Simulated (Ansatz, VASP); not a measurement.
## One calculation of Ba3Rh, two programs

File INCAR:

```
SYSTEM = Ba3Rh
PREC = Accurate ; ENCUT = 600
EDIFF = 1E-6 ; ISMEAR = 0
SIGMA = 0.1 ; LREAL = .False.
LASPH = .True. ; NELM = 80
ALGO = Fast ; ISIF = 3
LWAVE = .False. ; LCHARG = .False.
GGA = PE ; IBRION = 2
NSW = 90 ; EDIFFG = -0.04
```

File KPOINTS:

```
Automatic mesh
0
Gamma
  4 4 4
  0 0 0
```

File POSCAR:

```
Ba3Rh
1.0
    4.9726917303      0.0000000000      0.0000000000
    0.0000000000      4.9726917303      0.0000000000
    0.0000000000      0.0000000000      4.9726917303
Ba Rh
3 1
Direct
    0.0000000000      0.5000000000      0.5000000000
    0.5000000000      0.0000000000      0.5000000000
    0.5000000000      0.5000000000      0.0000000000
    0.0000000000      0.0000000000      0.0000000000
```

Input for Ansatz:

```yaml
crystal:
  lattice:
    - [4.9726917303, 0.0, 0.0]
    - [0.0, 4.9726917303, 0.0]
    - [0.0, 0.0, 4.9726917303]
  atoms:
    - { symbol: Ba, position: [0.0, 0.5, 0.5] }
    - { symbol: Ba, position: [0.5, 0.0, 0.5] }
    - { symbol: Ba, position: [0.5, 0.5, 0.0] }
    - { symbol: Rh, position: [0.0, 0.0, 0.0] }
basis:
  ecutwfc: 420
kpoints:
  mp_grid: { grid: [4, 4, 4] }
hamiltonian:
  xc: pbe
scf:
  occupations: { method: gaussian, width: 0.1 }
  lower_state_search: "off"
output:
  forces: true
  stress: true
  eigenvalues: true
relax:
  adjacent_minimum: "off"
  f_tol: 0.04
  max_steps: 70
  cell: { stress_tol: 0.4 }
```

Alike in both runs: task relaxation of cell and atoms; functional PBE; k mesh 4 × 4 × 4; occupations gaussian, width 0.1 eV; no spin polarisation.

|  | VASP | Ansatz |
| --- | --- | --- |
| version | VASP 6.6.1 | Ansatz 0.2.0 |
| potentials or method | VASP PAW PBE potentials, release 64 (Ba_sv, Rh_pv), cutoff 600 eV | scalar-relativistic, plane waves, PAW |
| valence electrons in the cell | 45 | 47 |

```tsv
	VASP	Ansatz	Ansatz less VASP
gap on the k mesh at the Fermi level, each at its own relaxed structure (eV)	none	none	-
relaxed volume (Å³/atom)	38.42	36.83	-1.590
relaxed cell length with the largest relative difference (Å)	5.356	5.281	-0.0749
```

A gap of «none» marks a metal or a gap that the smearing closes. VASP's potentials hold 45 valence electrons a cell and Ansatz's 47, so a difference there can come from the potentials and not from the codes.

Spin-orbit coupling is off throughout. Noted on VASP's run: the volume moved by over 15 % at a fixed basis, so the end points are rough.
